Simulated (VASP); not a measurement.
Here is a VASP 6.6.1 calculation.

Contents of INCAR:

```
ALGO = Normal
EDIFF = 1E-7
ENCUT = 520
GGA = PS
ISIF = 2
ISMEAR = -1
LASPH = True
LCHARG = True
LELF = True
LREAL = False
LVHAR = True
LWAVE = False
NBANDS = 14
NELM = 100
PREC = Accurate
SIGMA = 0.05
```

The input KPOINTS:

```
k-points
0
Gamma
  10 10 10
```

POSCAR

```
HfC
1.0
    0.0000000000      2.3729431883      2.2320000000
    2.3729431883      0.0000000000      2.2320000000
    2.3729431883      2.3729431883      0.0000000000
Hf C
1 1
Direct
    0.5000000000      0.5000000000      0.5000000000
    0.0000000000      0.0000000000      0.0000000000
```

Potentials or basis: VASP PAW PBE potentials, release 64 (Hf_pv, C).

Command:

```bash
$ cat potpaw_PBE.64/Hf_pv/POTCAR potpaw_PBE.64/C/POTCAR > POTCAR
$ mpirun -np 1 vasp_std > vasp.out
```

Estimate the pressure.

-5.3 GPa.

What does it give for the band gap on the k mesh?

Zero (band 7 reaches 6.96 eV, above the bottom of band 8 at 5.02 eV).

Stress tensor (GPa, compression positive):
```
-13.91   0.00   0.00
  0.00 -13.91   0.00
  0.00   0.00  12.05
```

Caveat: the PAW data sets were made with another functional, which shifts forces and pressure a little; spin-orbit coupling is left out, which moves the levels of the heavy elements.
